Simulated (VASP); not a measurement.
# Ti3N3O in VASP: single point with PBE

Aim: the single point of Ti3N3O with PBE.

All numbers are computed with VASP 6.6.1; they aren't measurements. Logs are shortened: lines on timing, memory, paths and dates and some standing lists are left out, and cuts for length are marked.

## (1) The cell of the first run

The cell holds a slab with vacuum, 7 atoms: a = 3.003 Å, b = 3.003 Å, c = 19.758 Å, α = 90.00°, β = 90.00°, γ = 90.00°.

## (2) Single point, PBE

Contents of INCAR:

```
PREC = Accurate
ENCUT = 520
EDIFF = 1E-6
ISMEAR = 0
SIGMA = 0.1
LREAL = F
LASPH = T
NELM = 100
ALGO = Normal
ISIF = 2
LWAVE = F
LCHARG = F
LDIPOL = T
IDIPOL = 3
DIPOL = 0.5 0.5 0.339
GGA = PE
NBANDS = 38
```

Contents of KPOINTS:

```
Automatic mesh
0
Gamma
  9 9 1
```

Contents of POSCAR:

```
Ti3N3O
1.0
    3.0028555065      0.0000000000      0.0000000000
    0.0000000000      3.0028555065      0.0000000000
    0.0000000000      0.0000000000     19.7584945265
Ti N O
3 3 1
Direct
    0.5000000000      0.5000000000      0.2024445736
    0.0000000000      0.0000000000      0.3072496201
    0.4974816667      0.5000000000      0.4366034017
    0.0000000000      0.0000000000      0.2024445736
    0.5000000000      0.5000000000      0.3055678856
   -0.0064560330      0.0000000000      0.4054702216
    0.3750000000      0.5000000000      0.5158551006
```

Potentials or basis: VASP PAW PBE potentials, release 64 (Ti_sv, N, O).

Launch:

```bash
cat potpaw_PBE.64/Ti_sv/POTCAR potpaw_PBE.64/N/POTCAR potpaw_PBE.64/O/POTCAR > POTCAR
mpirun -np 1 vasp_std > vasp.out
```

OUTCAR:

```text
PREC = Accurate
   ENCUT = 520
   EDIFF = 1E-6
   ISMEAR = 0
   LREAL = F
   LASPH = T
   NELM = 100
   ISIF = 2
   GGA = PE

 ion  position               nearest neighbor table
   1  0.500  0.500  0.202-   5 2.04   4 2.12   4 2.12   4 2.12   4 2.12
   2  0.000  0.000  0.307-   6 1.94   4 2.07   5 2.12   5 2.12   5 2.12   5 2.12
   3  0.497  0.500  0.437-   7 1.61   6 2.20   6 2.20   6 2.22   6 2.22
   4  0.000  0.000  0.202-   2 2.07   1 2.12   1 2.12   1 2.12   1 2.12
   5  0.500  0.500  0.306-   1 2.04   2 2.12   2 2.12   2 2.12   2 2.12
   6  0.994  0.000  0.405-   2 1.94   3 2.20   3 2.20   3 2.22   3 2.22
   7  0.375  0.500  0.516-   3 1.61

  LATTYP: Found a simple tetragonal cell.
 ALAT       =     3.0028555065
 C/A-ratio  =     6.5799018580

  Lattice vectors:

 A1 = (   3.0028555065,   0.0000000000,   0.0000000000)
 A2 = (   0.0000000000,   3.0028555065,   0.0000000000)
 A3 = (   0.0000000000,   0.0000000000,  19.7584945265)

Analysis of symmetry for initial positions (statically):
=====================================================================
 Subroutine PRICEL returns:
 Original cell was already a primitive cell.

 Routine SETGRP: Setting up the symmetry group for a
 simple tetragonal supercell.

 Subroutine GETGRP returns: Found  2 space group operations
 (whereof  2 operations were pure point group operations)
 out of a pool of 16 trial point group operations.

The static configuration has the point symmetry C_1h.

Analysis of symmetry for dynamics (positions and initial velocities):
=====================================================================
 Subroutine PRICEL returns:
 Original cell was already a primitive cell.

 Routine SETGRP: Setting up the symmetry group for a
 simple tetragonal supercell.

 Subroutine GETGRP returns: Found  2 space group operations
 (whereof  2 operations were pure point group operations)
 out of a pool of 16 trial point group operations.

The dynamic configuration has the point symmetry C_1h.

 Subroutine INISYM returns: Found  2 space group operations
 (whereof  2 operations are pure point group operations),
 and found     1 'primitive' translations

----------------------------------------------------------------------------------------

                                     Primitive cell

  volume of cell :     178.1651

  direct lattice vectors                    reciprocal lattice vectors
     3.002855506  0.000000000  0.000000000     0.333016357  0.000000000  0.000000000
[... 109 lines left out ...]
   EFERMI =   0.00;   METHOD = LEGACY
   ISMEAR =     0;   SIGMA  =   0.10  broadening in eV -4-tet -1-fermi 0-gaus
   EFERMI_NEDOS =   21; number of points for ismear=-14 and -15
   IALGO  =     38    algorithm
   IMIX   =      4    mixing-type and parameters
     AMIX     =   0.40;   BMIX     =  1.00
     AMIX_MAG =   1.60;   BMIX_MAG =  1.00
  volume/ion in A,a.u.               =      25.45       171.76
  Fermi-wavevector in a.u.,A,eV,Ry     =   1.119676  2.115880 17.057262  1.253673
  Thomas-Fermi vector in A             =   2.256316
   LORBIT       =      0    0 simple, 1 ext, 2 COOP (PROOUT), +10 PAW based schemes
   GGA     = PE    functional components
   LHFCALC =     F    Hartree Fock is set to
   AEXX    =    0.0000 exact exchange contribution
   IVDW    =     0    specifies the selected vdW correction
   LEPSILON=     F    determine dielectric tensor
   LRPA    =     F    only Hartree local field effects (RPA)
 non-spin polarized calculation
 Gauss-broadening in eV      SIGMA  =   0.10
  energy-cutoff  :      520.00
  volume of cell :      178.17
 maximum number of plane-waves:      4826
 NGX is ok and might be reduce to    24
   NGX = 11   NGY = 11   NGZ = 73

 dipolmoment           0.000000      0.000000     -0.074813 electrons x Angstroem

 number of electron      56.9999992 magnetization

 dipolmoment           0.000000      0.000000      0.355828 electrons x Angstroem

 Free energy of the ion-electron system (eV)
  ---------------------------------------------------
  ext. energy  EPLUGINS =         0.00000000
  ---------------------------------------------------
  free energy    TOTEN  =       -63.72575593 eV

  energy without entropy =      -63.71642828  energy(sigma->0) =      -63.72109210

 E-fermi :  -0.4434     XC(G=0):  -5.6673

 val. band max:       -0.5444984347   @ k =   0.3333   0.3333   0.0000
 cond. band min:      -0.3810966992   @ k =   0.2222   0.1111   0.0000
 fundamental gap:      0.1634017356
 Fermi energy:        -0.4434022035

 k-point     1 :       0.0000    0.0000    0.0000
  band No.  band energies     occupation
      1     -58.2966      2.00000
      2     -57.8930      2.00000
      3     -56.0797      2.00000
      4     -34.6976      2.00000
      5     -34.4003      2.00000
      6     -34.3973      2.00000
[... 973 lines left out ...]
     37       3.5341      0.00000
     38       3.6712      0.00000

 [... further k-points ...]

------------------------ aborting loop because EDIFF is reached ----------------------------------------

 vacuum level on the upper side and lower side of the slab       (xc-potential included)         3.280        -3.667

  FORCE on cell =-STRESS in cart. coord.  units (eV):
  Direction    XX          YY          ZZ          XY          YZ          ZX
  --------------------------------------------------------------------------------------
  -------------------------------------------------------------------------------------
  Total       -3.2268059     -2.1354864      2.9082852      0.0000000      0.0000000     -0.3108532
  in kB      -29.0175474    -19.2036890     26.1532009      0.0000000      0.0000000     -2.7953947
  external PRESSURE =      -7.3560118 kB  Pullay stress =       0.0000000 kB

 VOLUME and BASIS-vectors are now :
 -----------------------------------------------------------------------------
  energy-cutoff  :      520.00
  volume of cell :      178.17
      direct lattice vectors                 reciprocal lattice vectors
     3.002855506  0.000000000  0.000000000     0.333016357  0.000000000  0.000000000
     0.000000000  3.002855506  0.000000000     0.000000000  0.333016357  0.000000000
     0.000000000  0.000000000 19.758494527     0.000000000  0.000000000  0.050611143

 POSITION                                       TOTAL-FORCE (eV/Angst)
 -----------------------------------------------------------------------------------
      1.50143      1.50143      4.00000         0.005037      0.000000      0.784202
      0.00000      0.00000      6.07079         0.033134      0.000000      2.557966
      1.49387      1.50143      8.62663         0.100363      0.000000     -0.474553
      0.00000      0.00000      4.00000        -0.014863      0.000000     -1.788360
      1.50143      1.50143      6.03756         0.014689      0.000000     -1.584617
      2.98347      0.00000      8.01148         0.008099      0.000000      0.037905
      1.12607      1.50143     10.19252        -0.146459      0.000000      0.467457
 -----------------------------------------------------------------------------------
    total drift:                               -0.000097      0.000000      0.000173

  FREE ENERGIE OF THE ION-ELECTRON SYSTEM (eV)
  ---------------------------------------------------
  free  energy   TOTEN  =       -63.7257559260 eV

  energy  without entropy=      -63.7164282833  energy(sigma->0) =      -63.72109210

 vacuum level on the upper side and lower side of the slab         9.083         1.944
```

OSZICAR:

```text
N       E                     dE             d eps       ncg     rms          rms(c)
DAV:   1     0.771542814651E+03    0.77154E+03   -0.29528E+04  2060   0.152E+03
DAV:   2     0.490593918080E+02   -0.72248E+03   -0.69732E+03  2124   0.474E+02
DAV:   3    -0.722923513457E+02   -0.12135E+03   -0.11983E+03  2880   0.179E+02
[... 26 lines left out ...]
DAV:  30    -0.637257509196E+02   -0.17675E-05   -0.26087E-06  1802   0.978E-03    0.106E-03
DAV:  31    -0.637257530321E+02   -0.21126E-05   -0.36630E-07  1542   0.329E-03    0.994E-04
DAV:  32    -0.637257544105E+02   -0.13784E-05   -0.21507E-07  1372   0.257E-03    0.130E-03
DAV:  33    -0.637257554612E+02   -0.10507E-05   -0.83976E-08  1238   0.177E-03    0.106E-03
DAV:  34    -0.637257559260E+02   -0.46476E-06   -0.27775E-07  1262   0.291E-03
   1 F= -.63725756E+02 E0= -.63721092E+02  d E =-.932764E-02
```

Wall time 7.9 min (1 thread of Intel Xeon Platinum 8259CL at 2.50GHz (Skylake/Cascade Lake), shared host); peak memory 0.36 GiB.

Results:

| Quantity | Value |
| --- | --- |
| Free energy | -63.7258 eV |
| Largest force | 2.558 eV/Å |
| Band gap on the k mesh | zero (an odd number of electrons rules out a gap without spin polarisation) |

Forces on the atoms (eV/Å):
```
Ti   0.005  0.000  0.784
Ti   0.033  0.000  2.558
Ti   0.100  0.000 -0.475
N   -0.015  0.000 -1.788
N    0.015  0.000 -1.585
N    0.008  0.000  0.038
O   -0.146  0.000  0.467
```

Levels at points of the mesh, in eV from the Fermi level:
| k point | band 24 | band 25 | band 26 | band 27 | band 28 | band 29 | band 30 | band 31 | band 32 | band 33 |
| --- | --- | --- | --- | --- | --- | --- | --- | --- | --- | --- |
| (0.00, 0.00, 0.00) | -2.08 | -1.38 | -1.17 | -0.91 | -0.83 | -0.46 | -0.31 | 0.90 | 1.00 | 1.05 |

Caveat: an odd number of electrons without spin polarisation forces a metal; a magnetic or distorted state may lie lower.
